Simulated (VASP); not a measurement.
# CuAs (P6_3/mmc) in VASP: notebook

CuAs is run at these levels: LDA; tasks: single point.

All numbers are computed with VASP 6.6.1; they aren't measurements. Logs are shortened: lines on timing, memory, paths and dates and some standing lists are left out, and cuts for length are marked.

### 1 The cell of the first run

It takes space group P6_3/mmc (No. 194, hexagonal). The conventional cell has a = 3.780 Å, b = 3.780 Å, c = 4.858 Å, α = 90.00°, β = 90.00°, γ = 120.00°. Within 3.2 Å of Cu (site symmetry -3m) lie 2 Cu at 2.43 Å and 6 As at 2.50 Å. Within 3.3 Å of As (site symmetry -6m2) lie 6 Cu at 2.50 Å and 6 As at 3.27 Å.

### 2 Single point, LDA

Input file INCAR:

```
  PREC = Accurate
  ENCUT = 520
  EDIFF = 1E-7
  ISMEAR = 0
  SIGMA = 0.1
  LREAL = False
  LASPH = True
  NELM = 100
  ALGO = Normal
  ISIF = 2
  LWAVE = False
  LCHARG = False
  GGA = CA
  NBANDS = 24
```

Input file KPOINTS:

```
regular mesh
0
Gamma
  12 12 8
```

Input file POSCAR:

```
CuAs
1.0
    3.7796846230      0.0000000000      0.0000000000
   -1.8898423115      3.2733029018      0.0000000000
    0.0000000000      0.0000000000      4.8580437534
Cu As
2 2
Direct
    0.0000000000      0.0000000000      0.5000000000
    0.0000000000      0.0000000000      0.0000000000
    0.6666666667      0.3333333333      0.7500000000
    0.3333333333      0.6666666667      0.2500000000
```

Potentials or basis: VASP PAW LDA potentials, release 64 (Cu, As).

Command:

```sh
cat potpaw_LDA.64/Cu/POTCAR potpaw_LDA.64/As/POTCAR > POTCAR
mpirun -np 1 vasp_std > vasp.out
```

OUTCAR:

```text
PREC = Accurate
   ENCUT = 520
   EDIFF = 1E-7
   ISMEAR = 0
   LREAL = False
   LASPH = True
   NELM = 100
   ISIF = 2
   GGA = CA

 ion  position               nearest neighbor table
   1  0.000  0.000  0.500-   2 2.43   2 2.43   4 2.50   3 2.50   4 2.50   3 2.50   3 2.50   4 2.50

   2  0.000  0.000  0.000-   1 2.43   1 2.43   4 2.50   3 2.50   4 2.50   3 2.50   3 2.50   4 2.50

   3  0.667  0.333  0.750-   1 2.50   2 2.50   1 2.50   2 2.50   1 2.50   2 2.50
   4  0.333  0.667  0.250-   1 2.50   2 2.50   1 2.50   2 2.50   1 2.50   2 2.50

  LATTYP: Found a hexagonal cell.
 ALAT       =     3.7796846230
 C/A-ratio  =     1.2853039970

  Lattice vectors:

 A1 = (   3.7796846230,   0.0000000000,   0.0000000000)
 A2 = (  -1.8898423115,   3.2733029018,   0.0000000000)
 A3 = (   0.0000000000,   0.0000000000,   4.8580437534)

Analysis of symmetry for initial positions (statically):
=====================================================================
 Subroutine PRICEL returns:
 Original cell was already a primitive cell.

 Routine SETGRP: Setting up the symmetry group for a
 hexagonal supercell.

 Subroutine GETGRP returns: Found 24 space group operations
 (whereof 12 operations were pure point group operations)
 out of a pool of 24 trial point group operations.

The static configuration has the point symmetry D_3d.
 The point group associated with its full space group is D_6h.

Analysis of symmetry for dynamics (positions and initial velocities):
=====================================================================
 Subroutine PRICEL returns:
 Original cell was already a primitive cell.

 Routine SETGRP: Setting up the symmetry group for a
 hexagonal supercell.

 Subroutine GETGRP returns: Found 24 space group operations
 (whereof 12 operations were pure point group operations)
 out of a pool of 24 trial point group operations.

The dynamic configuration has the point symmetry D_3d.
 The point group associated with its full space group is D_6h.

 Subroutine INISYM returns: Found 24 space group operations
 (whereof 12 operations are pure point group operations),
 and found     1 'primitive' translations

----------------------------------------------------------------------------------------

                                     Primitive cell

  volume of cell :      60.1040

  direct lattice vectors                    reciprocal lattice vectors
     3.779684623  0.000000000  0.000000000     0.264572339  0.152750911  0.000000000
    -1.889842312  3.273302902  0.000000000     0.000000000  0.305501822  0.000000000
     0.000000000  0.000000000  4.858043753     0.000000000  0.000000000  0.205844173

  length of vectors
     3.779684623  3.779684623  4.858043753     0.305501822  0.305501822  0.205844173

  position of ions in fractional coordinates (direct lattice)
     0.000000000  0.000000000  0.500000000
     0.000000000  0.000000000  0.000000000
     0.666666667  0.333333333  0.750000000
     0.333333333  0.666666667  0.250000000

  ion indices of the primitive-cell ions
   primitive index   ion index
                 1           1
                 2           2
                 3           3
                 4           4

----------------------------------------------------------------------------------------

 KPOINTS: regular mesh

Automatic generation of k-mesh.
 Grid dimensions read from file:
 generate k-points for:   12   12    8

 Generating k-lattice:

  Cartesian coordinates                     Fractional coordinates (reciprocal lattice)
     0.022047695  0.012729243  0.000000000     0.083333333  0.000000000  0.000000000
     0.000000000  0.025458485  0.000000000     0.000000000  0.083333333  0.000000000
     0.000000000  0.000000000  0.025730522     0.000000000  0.000000000  0.125000000

  Length of vectors
     0.025458485  0.025458485  0.025730522

  Shift w.r.t. Gamma in fractional coordinates (k-lattice)
     0.000000000  0.000000000  0.000000000

 Subroutine IBZKPT returns following result:
 ===========================================

 Found     95 irreducible k-points:

 Following reciprocal coordinates:
            Coordinates               Weight
  0.000000  0.000000  0.000000      1.000000
  0.083333 -0.000000  0.000000      6.000000
  0.166667 -0.000000  0.000000      6.000000
  0.250000  0.000000  0.000000      6.000000
  0.333333 -0.000000  0.000000      6.000000
  0.416667 -0.000000  0.000000      6.000000
[... 16 lines left out ...]
  0.250000  0.000000  0.125000     12.000000
  0.333333 -0.000000  0.125000     12.000000
 [... further k-points ...]
   k-points           NKPTS =     95   k-points in BZ     NKDIM =     95   number of bands    NBANDS=     24
   number of dos      NEDOS =    301   number of ions     NIONS =      4
   total plane-waves  NPLWV =  28224
   dimension x,y,z NGX =    28 NGY =   28 NGZ =   36
   dimension x,y,z NGXF=    56 NGYF=   56 NGZF=   72
   ions per type =               2   2
   NGX,Y,Z   is equivalent  to a cutoff of  12.32, 12.32, 12.32 a.u.
   NGXF,Y,Z  is equivalent  to a cutoff of  24.63, 24.63, 24.64 a.u.
 SYSTEM =  unknown system
   PREC   = accura    normal or accurate (medium, high low for compatibility)
   ISTART =      0    job   : 0-new  1-cont  2-samecut
   ICHARG =      2    charge: 1-file 2-atom 10-const
   ISPIN  =      1    spin polarized calculation?
   LNONCOLLINEAR =      F non collinear calculations
   LSORBIT =      F    spin-orbit coupling
   LASPH  =      T    aspherical Exc in radial PAW
   ENCUT  =  520.0 eV  38.22 Ry    6.18 a.u.   7.03  7.03  9.03*2*pi/ulx,y,z
   NELM   =    100;   NELMIN=  2; NELMDL= -5     # of ELM steps
   EDIFF  = 0.1E-06   stopping-criterion for ELM
   LREAL  =      F    real-space projection
   EDIFFG = 0.1E-05   stopping-criterion for IOM
   NSW    =      0    number of steps for IOM
   IBRION =     -1    ionic relax: 0-MD 1-quasi-New 2-CG
   NFREE  =      0    steps in history (QN), initial steepest desc. (CG)
   ISIF   =      2    stress and relaxation
   ISYM   =      2    0-nonsym 1-usesym 2-fastsym
   POTIM  = 0.5000    time-step for ionic-motion
   TEBEG  =    0.0;   TEEND  =   0.0 temperature during run
   PSTRESS=    0.0 pullay stress
   NELECT =      32.0000    total number of electrons
   NUPDOWN=      -1.0000    fix difference up-down
   EMIN   =  10.00;   EMAX   =-10.00  energy-range for DOS
   EFERMI =   0.00;   METHOD = LEGACY
   ISMEAR =     0;   SIGMA  =   0.10  broadening in eV -4-tet -1-fermi 0-gaus
   EFERMI_NEDOS =   21; number of points for ismear=-14 and -15
   IALGO  =     38    algorithm
   IMIX   =      4    mixing-type and parameters
     AMIX     =   0.40;   BMIX     =  1.00
     AMIX_MAG =   1.60;   BMIX_MAG =  1.00
  volume/ion in A,a.u.               =      15.03       101.40
  Fermi-wavevector in a.u.,A,eV,Ry     =   1.326856  2.507394 23.953691  1.760547
  Thomas-Fermi vector in A             =   2.456212
   LORBIT       =      0    0 simple, 1 ext, 2 COOP (PROOUT), +10 PAW based schemes
   GGA     = CA    functional components
   LHFCALC =     F    Hartree Fock is set to
   AEXX    =    0.0000 exact exchange contribution
   IVDW    =     0    specifies the selected vdW correction
   LEPSILON=     F    determine dielectric tensor
   LRPA    =     F    only Hartree local field effects (RPA)
 non-spin polarized calculation
 Gauss-broadening in eV      SIGMA  =   0.10
  energy-cutoff  :      520.00
  volume of cell :       60.10
 maximum number of plane-waves:      1638
   NGX = 15   NGY = 15   NGZ = 19

 number of electron      32.0000038 magnetization

 Free energy of the ion-electron system (eV)
  ---------------------------------------------------
  ext. energy  EPLUGINS =         0.00000000
  ---------------------------------------------------
  free energy    TOTEN  =       -20.11236910 eV

  energy without entropy =      -20.10345263  energy(sigma->0) =      -20.10791087

 E-fermi :   7.2665     XC(G=0): -11.7499

 val. band max:        7.2485298806   @ k =   0.2500   0.0833   0.3750
 cond. band min:       7.2862022212   @ k =   0.4167   0.1667   0.2500
 fundamental gap:      0.0376723406
 Fermi energy:         7.2664532192

 k-point     1 :       0.0000    0.0000    0.0000
  band No.  band energies     occupation
      1      -6.8593      2.00000
      2      -2.8327      2.00000
      3       0.6258      2.00000
      4       1.9559      2.00000
      5       1.9559      2.00000
      6       2.3074      2.00000
[... 16 lines left out ...]
     23      16.2405      0.00000
     24      16.2405      0.00000

 k-point     2 :       0.0833   -0.0000    0.0000
  band No.  band energies     occupation
      1      -6.7749      2.00000
      2      -2.8477      2.00000
      3       0.7202      2.00000
      4       1.9735      2.00000
      5       2.0007      2.00000
      6       2.2880      2.00000
[... 16 lines left out ...]
     23      15.2918      0.00000
     24      15.6427      0.00000

 k-point     3 :       0.1667   -0.0000    0.0000
  band No.  band energies     occupation
      1      -6.5254      2.00000
      2      -2.9013      2.00000
      3       0.9988      2.00000
      4       2.0207      2.00000
      5       2.0976      2.00000
      6       2.2219      2.00000
[... 16 lines left out ...]
     23      14.4186      0.00000
     24      14.7640      0.00000
[... 514 lines left out ...]
 k-point    23 :       0.2500    0.0000    0.1250
  band No.  band energies     occupation
      1      -6.0413      2.00000
      2      -3.2094      2.00000
      3       1.2850      2.00000
      4       1.9168      2.00000
      5       2.1188      2.00000
      6       2.5697      2.00000
[... 16 lines left out ...]
     23      15.2673      0.00000
     24      15.7025      0.00000

 k-point    24 :       0.3333   -0.0000    0.1250
  band No.  band energies     occupation
      1      -5.5183      2.00000
      2      -3.3449      2.00000
      3       0.9729      2.00000
      4       1.8196      2.00000
      5       2.1591      2.00000
      6       2.5258      2.00000
[... 16 lines left out ...]
     23      16.0440      0.00000
     24      16.8511      0.00000

 [... further k-points ...]

------------------------ aborting loop because EDIFF is reached ----------------------------------------

  FORCE on cell =-STRESS in cart. coord.  units (eV):
  Direction    XX          YY          ZZ          XY          YZ          ZX
  --------------------------------------------------------------------------------------
  -------------------------------------------------------------------------------------
  Total        0.1979259      0.1979259      0.2172996      0.0000000      0.0000000      0.0000000
  in kB        5.2760639      5.2760639      5.7925049      0.0000000      0.0000000      0.0000000
  external PRESSURE =       5.4482109 kB  Pullay stress =       0.0000000 kB

 VOLUME and BASIS-vectors are now :
 -----------------------------------------------------------------------------
  energy-cutoff  :      520.00
  volume of cell :       60.10
      direct lattice vectors                 reciprocal lattice vectors
     3.779684623  0.000000000  0.000000000     0.264572339  0.152750911  0.000000000
    -1.889842312  3.273302902  0.000000000     0.000000000  0.305501822  0.000000000
     0.000000000  0.000000000  4.858043753     0.000000000  0.000000000  0.205844173

 POSITION                                       TOTAL-FORCE (eV/Angst)
 -----------------------------------------------------------------------------------
      0.00000      0.00000      2.42902         0.000000      0.000000      0.000000
      0.00000      0.00000      0.00000         0.000000      0.000000      0.000000
      1.88984      1.09110      3.64353         0.000000     -0.000000     -0.000000
     -0.00000      2.18220      1.21451        -0.000000      0.000000      0.000000
 -----------------------------------------------------------------------------------
    total drift:                               -0.000000      0.000000      0.000000

  FREE ENERGIE OF THE ION-ELECTRON SYSTEM (eV)
  ---------------------------------------------------
  free  energy   TOTEN  =       -20.1123690998 eV

  energy  without entropy=      -20.1034526309  energy(sigma->0) =      -20.10791087
```

Run time: 76 s. Hardware: 1 thread of Intel Xeon Platinum 8488C (Sapphire Rapids), shared host; peak memory 0.23 GiB.

What came out:

| Quantity | Value |
| --- | --- |
| Free energy | -20.1124 eV |
| Pressure | 0.5 GPa |
| Band gap on the k mesh | zero (band 16 reaches 8.53 eV, above the bottom of band 17 at 6.45 eV) |

### 3 Single point, LDA

Input file INCAR:

```
PREC = Accurate
ENCUT = 520
EDIFF = 1E-7
ISMEAR = 0
SIGMA = 0.15
LREAL = False
LASPH = True
NELM = 100
ALGO = Normal
ISIF = 2
LWAVE = False
LCHARG = False
GGA = CA
NBANDS = 24
```

Input file KPOINTS:

```
Automatic mesh
0
Gamma
  12 12 8
```

POSCAR is that of step 2.

Potentials or basis: VASP PAW LDA potentials, release 64 (Cu, As).

Command:

```sh
cat potpaw_LDA.64/Cu/POTCAR potpaw_LDA.64/As/POTCAR > POTCAR
mpirun -np 1 vasp_std > vasp.out
```

Wall time 77 s (1 thread of Intel Xeon Platinum 8488C (Sapphire Rapids), shared host); peak memory 0.24 GiB.

The run converged. Its results:

| Item | Value |
| --- | --- |
| Free energy | -20.1180 eV |
| Pressure | 0.6 GPa |
| Band gap on the k mesh | zero (band 16 reaches 8.53 eV, above the bottom of band 17 at 6.45 eV) |

Levels at points of the mesh, in eV from the Fermi level:
```
           k point  band 13  band 14  band 15  band 16  band 17  band 18  band 19  band 20
(0.00, 0.00, 0.00)    -1.66    -0.27    -0.27     1.27     1.27     2.57     2.81     3.77
(0.50, 0.00, 0.00)    -3.19    -3.13    -3.08    -2.35     0.11     2.65     3.27     4.89
(0.00, 0.00, 0.50)    -1.18    -1.18     0.96     0.96     0.96     0.96     4.58     4.58
(0.50, 0.00, 0.50)    -3.43    -3.43    -0.76    -0.76     0.42     0.42     4.78     4.78
```
